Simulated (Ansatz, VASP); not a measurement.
# One calculation of SrO, two programs

File INCAR:

```
PREC     = Accurate       # precision mode
ENCUT    = 520            # plane-wave cutoff, eV
EDIFF    = 1E-6           # SCF threshold, eV
ISMEAR   = -1             # smearing method
SIGMA    = 0.01           # smearing width, eV
LREAL    = F              # projectors in reciprocal space
LASPH    = T              # aspherical terms in the spheres
NELM     = 80             # most SCF steps
ALGO     = Normal         # electronic algorithm
ISIF     = 2              # what is computed and relaxed
LWAVE    = F              # write WAVECAR
LCHARG   = F              # write CHGCAR
GGA      = PS             # functional
NBANDS   = 24             # bands
```

File KPOINTS:

```
Automatic mesh
0
Gamma
  4 4 3
```

Contents of POSCAR:

```
SrO
1.0
    4.2754662700      0.0000000000      0.0000000000
   -2.1377331300      3.7026624000      0.0000000000
    0.0000000000      0.0000000000      5.1555949900
Sr O
2 2
Direct
    0.3333333300      0.6666666700      0.9381277000
    0.6666666700      0.3333333300      0.4381277000
    0.3333333300      0.6666666700      0.4368723000
    0.6666666700      0.3333333300      0.9368723000
```

Input for Ansatz:

```yaml
crystal:
  lattice:
    - [4.27546627, 0.0, 0.0]
    - [-2.13773313, 3.7026624, 0.0]
    - [0.0, 0.0, 5.15559499]
  atoms:
    - { symbol: Sr, position: [0.33333333, 0.66666667, 0.9381277000000001] }
    - { symbol: Sr, position: [0.66666667, 0.33333333, 0.4381277] }
    - { symbol: O, position: [0.33333333, 0.66666667, 0.4368723] }
    - { symbol: O, position: [0.66666667, 0.33333333, 0.9368723] }
basis:
  ecutwfc: 420.0
kpoints:
  mp_grid:
    grid: [4, 4, 3]
hamiltonian:
  xc: pbesol
scf:
  convergence:
    dr2_threshold: 1.0e-07
  occupations:
    method: fermi_dirac
    width: 0.01
output:
  eigenvalues: true
```

Alike in both runs: task single point; functional PBEsol; k mesh 4 × 4 × 3; occupations fermi-dirac, width 0.01 eV; no spin polarisation.

|  | VASP | Ansatz |
| --- | --- | --- |
| version | VASP 6.6.1 | Ansatz 0.2.0 |
| potentials or method | VASP PAW PBE potentials, release 64 (Sr_sv, O), cutoff 520 eV | plane waves, PAW |
| valence electrons in the cell | 32 | 32 |

|  | VASP | Ansatz | Ansatz less VASP |
| --- | --- | --- | --- |
| gap on the k mesh at the Fermi level (eV) | 2.50 | 2.52 | +0.021 |

VASP's potentials were made for PBE, not for PBEsol. The functional is the same, so the differences come from potentials, cutoffs and numerics.

The k mesh is coarse, so the values compare programs but aren't converged.
